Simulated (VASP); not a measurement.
A run of VASP 6.6.1:

File INCAR:

```
PREC = Accurate ; ENCUT = 520
EDIFF = 1E-6 ; ISMEAR = -1
SIGMA = 0.05 ; LREAL = F
LASPH = T ; NELM = 60
ALGO = Normal ; ISIF = 2
LWAVE = F ; LCHARG = F
NBANDS = 18
```

File KPOINTS:

```
regular mesh
0
Gamma
  7 7 7
```

POSCAR

```
BiTe
1.0
    0.0000000000      3.2775706714      3.2775706714
    3.2775706714      0.0000000000      3.2775706714
    3.2775706714      3.2775706714      0.0000000000
Bi Te
1 1
Direct
    0.0000000000      0.0000000000      0.0000000000
    0.5000000000      0.5000000000      0.5000000000
```

Potentials or basis: VASP PAW LDA potentials, release 64 (Bi_d, Te).

The run is started by

```bash
$ cat potpaw_LDA.64/Bi_d/POTCAR potpaw_LDA.64/Te/POTCAR > POTCAR
$ mpirun -np 1 vasp_std > vasp.out
```

Hardware: 1 thread of Intel(R) Xeon(R) 6975P-C (Granite Rapids), on a shared host.

Question: Estimate the wall time of this run.

Answer: It took 7.6 s on 1 thread of Intel(R) Xeon(R) 6975P-C (Granite Rapids), with other jobs on the host, peak memory 0.18 GiB. Counts: scf iterations 11, k points 20.
